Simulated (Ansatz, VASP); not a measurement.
## CsEu in VASP and in Ansatz

```
Cs Eu
1.0
     4.46442    0.00000    0.00000
    -2.23221    3.86630    0.00000
     0.00000    0.00000    8.00863
Cs Eu
1 1
Direct
  0.00000 0.00000 0.50000
  0.66667 0.33333 0.00000
```

Alike in both runs: task single point; functional PBE; k mesh 6 × 6 × 3; collinear spin.

|  | VASP | Ansatz |
| --- | --- | --- |
| version | VASP 6.6.1 | Ansatz 0.2.0 |
| potentials or method | VASP PAW PBE potentials, release 64 (Cs_sv, Eu), cutoff 520 eV | plane waves, PAW |
| occupations | methfessel-paxton of order 1, width 0.3 eV | cold, width 0.3 eV |
| valence electrons in the cell | 26 | 26 |

```tsv
	VASP	Ansatz	Ansatz less VASP
pressure (GPa)	-0.2	-0.1	+0.13
net moment per atom (μB)	3.75	3.73	-0.024
size of the moment on the site where the two differ most (μB)	6.77	7.18	+0.405
```

Site moments also hang on the region over which each program counts them. Ansatz's warnings: stability check not made, stress scf threshold loose.

Neither program's run includes spin-orbit coupling.
